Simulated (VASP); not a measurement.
## Rh: relaxation of cell and atoms with PBE

The system is Rh.

```
Rh
1.0
     2.72444    0.00000    0.00000
    -1.36222    2.35943    0.00000
     0.00000    0.00000    4.39114
Rh
2
Direct
  0.33333 0.66667 0.25000
  0.66667 0.33333 0.75000
```

This isn't the form of Rh at room conditions, which is fcc.

```
Program                : VASP 6.6.1
Task                   : relaxation of cell and atoms
Functional             : PBE
Potentials or basis    : VASP PAW PBE potentials, release 64 (Rh_pv)
Cutoff                 : 500 eV
k mesh                 : 17 × 17 × 10
Occupations            : fermi-dirac, width 0.05 eV
Spin                   : non-collinear spin, zero start, spin-orbit coupling
Starting moments       : [[0.0, 0.0, 0.0], [0.0, 0.0, 0.0]] μB
Dipole correction      : no
Further INCAR settings : ALGO = Normal; EDIFF = 1e-07; IBRION = 2; EDIFFG = -0.005; NSW = 45; ISIF = 3
```

```json
{
  "Relaxed volume": "14.13 Å³/atom",
  "Relaxed cell": "a = 2.725 Å, b = 2.725 Å, c = 4.392 Å, α = 90.00°, β = 90.00°, γ = 120.00°",
  "Space group after relaxing (to 0.1 Å)": "P6_3/mmc (No. 194)",
  "Energy gained by relaxing": "0.0 meV/atom",
  "Ionic steps": "3",
  "Pressure after relaxing": "0.0 GPa",
  "Net moment": "0.00 μB per cell",
  "Valence electrons inside the program's atomic spheres": "Rh 13.74"
}
```

Final structure:
```
CELL_PARAMETERS angstrom
2.72531 0.00000 0.00000
-1.36265 2.36018 0.00000
0.00000 0.00000 4.39241
ATOMIC_POSITIONS crystal
Rh 0.33333 0.66667 0.25000
Rh 0.66667 0.33333 0.75000
```

Moments on the atoms (μB; x, y, z):
```
Rh  0.00 0.00 0.00
Rh  0.00 0.00 0.00
```

Wall time 110 s on 4 MPI ranks on AMD EPYC 9R45 96-Core Processor (Zen 5), with other jobs on the host, peak memory 0.36 GiB a rank.
